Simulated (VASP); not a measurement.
The system is PbSe.

```
Pb Se
1.0
     3.78432    0.00000    0.00000
     0.00000    3.78432    0.00000
     0.00000    0.00000    3.78432
Pb Se
1 1
Cartesian
  0.0000 0.0000 0.0000
  1.8922 1.8922 1.8922
```

- Program: VASP 6.6.1
- Task: relaxation of cell and atoms
- Functional: revPBE
- Dispersion: D3(BJ)
- Potentials or basis: VASP PAW PBE potentials, release 64 (Pb_d, Se)
- Cutoff: 600 eV
- k mesh: 7 × 7 × 7
- Occupations: fermi-dirac, width 0.05 eV
- Spin: no spin polarisation

At the start: pressure -3.0 GPa; volume 27.10 Å³/atom.

Problem. Where does the relaxation end?

Solution. Over 3 steps the energy falls by 16.3 meV/atom and the volume is 25.44 Å³/atom (-6.1 %); space group Pm-3m (No. 221, to 0.05 Å).

The path:
| step | energy change (eV) | largest force (eV/Å) | pressure (GPa) | volume (Å³) |
| --- | --- | --- | --- | --- |
| 1 | 0.0000 | 0.0000 | -2.95 | 54.20 |
| 2 | -0.0317 | 0.0000 | 0.60 | 50.37 |
| 3 | -0.0327 | 0.0000 | 0.02 | 50.89 |

Final structure:
```
Pb Se
1.0
     3.70574    0.00000    0.00000
     0.00000    3.70574    0.00000
     0.00000    0.00000    3.70574
Pb Se
1 1
Direct
  0.00000 0.00000 0.00000
  0.50000 0.50000 0.50000
```

Caveat: the PAW data sets were made with another functional, which shifts forces and pressure a little; pairwise dispersion overbinds metals, which lowers pressure and volume.
